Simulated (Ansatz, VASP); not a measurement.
**PbSe in VASP and in Ansatz**

File INCAR:

```
SYSTEM = PbSe
PREC     = Accurate       ! precision mode
ENCUT    = 520            ! plane-wave cutoff, eV
EDIFF    = 1E-6           ! SCF threshold, eV
ISMEAR   = -1             ! smearing method
SIGMA    = 0.05           ! smearing width, eV
LREAL    = .FALSE.        ! projectors in reciprocal space
LASPH    = .TRUE.         ! aspherical terms in the spheres
NELM     = 60             ! most SCF steps
ALGO     = Normal         ! electronic algorithm
ISIF     = 2              ! what is computed and relaxed
LWAVE    = .FALSE.        ! write WAVECAR
LCHARG   = .TRUE.         ! write CHGCAR
GGA      = CA             ! functional
LELF     = .TRUE.         ! ELF
LVHAR    = .TRUE.       
NBANDS   = 28             ! bands
```

The input KPOINTS:

```
regular mesh
0
G
  6 6 3
  0 0 0
```

File POSCAR:

```
PbSe
1.0
    4.3247648758      0.0000000000      0.0000000000
   -0.0101005360      4.3247530808      0.0000000000
   -2.1573321698     -2.1623765405     11.7558159939
Pb Se
2 2
Direct
    0.8068400000      0.8073040000      0.6184430000
    0.1854540000      0.1998100000      0.3823760000
    0.2873320000      0.3231460000      0.6231940000
    0.6842660000      0.6998950000      0.3779650000
```

File input.yaml:

```yaml
crystal:
  lattice:
    - [4.3247648758, 0.0, 0.0]
    - [-0.010100536, 4.3247530808, 0.0]
    - [-2.1573321698, -2.1623765405, 11.7558159939]
  atoms:
    - { symbol: Pb, position: [0.80684, 0.807304, 0.618443] }
    - { symbol: Pb, position: [0.185454, 0.19981, 0.382376] }
    - { symbol: Se, position: [0.287332, 0.323146, 0.623194] }
    - { symbol: Se, position: [0.684266, 0.699895, 0.377965] }
hamiltonian:
  xc: lda
  pseudopotentials: { kind: paw }
kpoints:
  mp_grid: { grid: [6, 6, 3] }
scf:
  occupations: { method: fermi_dirac, width: 0.05 }
output:
  forces: true
  stress: true
  eigenvalues: true
```

Alike in both runs: task single point; functional LDA; k mesh 6 × 6 × 3; occupations fermi-dirac, width 0.05 eV; no spin polarisation.

|  | VASP | Ansatz |
| --- | --- | --- |
| version | VASP 6.6.1 | Ansatz 0.2.0 |
| potentials or method | VASP PAW LDA potentials, release 64 (Pb_d, Se) | Ansatz PAW |
| plane-wave cutoff (eV) | 520 | 420 |
| valence electrons in the cell | 40 | 60 |

Ansatz gave:

```
gap on the k mesh at the Fermi level (eV) : 1.47
least direct gap on the mesh (eV)         : 1.47
rms of the force components (eV/Å)        : 0.158
```

**Question.** Which values does VASP return?

**Answer.** gap on the k mesh at the Fermi level (eV): 1.47; least direct gap on the mesh (eV): 1.47; rms of the force components (eV/Å): 0.149.

LDA's correlation is that of Perdew and Zunger in VASP and of Perdew and Wang (1992) in Ansatz. Atom by atom the forces differ by 0.011 eV/Å (rms over components). VASP's potentials hold 40 valence electrons a cell and Ansatz's 60, so a difference there can come from the potentials and not from the codes.

Neither program's run includes spin-orbit coupling. Noted on Ansatz's run: odd divisions of the mesh miss points on the zone boundary, where band edges often lie, so the gap on the mesh can be too wide.
